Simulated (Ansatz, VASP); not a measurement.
TaN: VASP beside Ansatz

```
CELL_PARAMETERS angstrom
0.00000 2.13753 2.13753
2.13753 0.00000 2.13753
2.13753 2.13753 0.00000
ATOMIC_POSITIONS crystal
Ta 0.50000 0.50000 0.50000
N 0.00000 0.00000 0.00000
```

Change from the starting cell: mode 4 frozen in at +0.000 Å, equal normal strain along x, y and z -0.0167.

Alike in both runs: task single point; functional LDA; k mesh 18 × 18 × 18; occupations gaussian, width 0.15 eV; no spin polarisation.

|  | VASP | Ansatz |
| --- | --- | --- |
| version | VASP 6.6.1 | Ansatz 0.2.0 |
| potentials or method | VASP PAW LDA potentials, release 64 (Ta_sv_GW, N), cutoff 600 eV | scalar-relativistic, plane waves, PAW |
| valence electrons in the cell | 18 | 18 |

|  | VASP | Ansatz | Ansatz less VASP |
| --- | --- | --- | --- |
| gap on the k mesh at the Fermi level (eV) | none | none | - |
| pressure (GPa) | 23.0 | 21.2 | -1.77 |

Ansatz warns that its potentials were made for another functional, while VASP's fit it. LDA's correlation is that of Perdew and Zunger in VASP and of Perdew and Wang (1992) in Ansatz. A gap of «none» marks a metal or a gap that the smearing closes.

Spin-orbit coupling is off throughout.
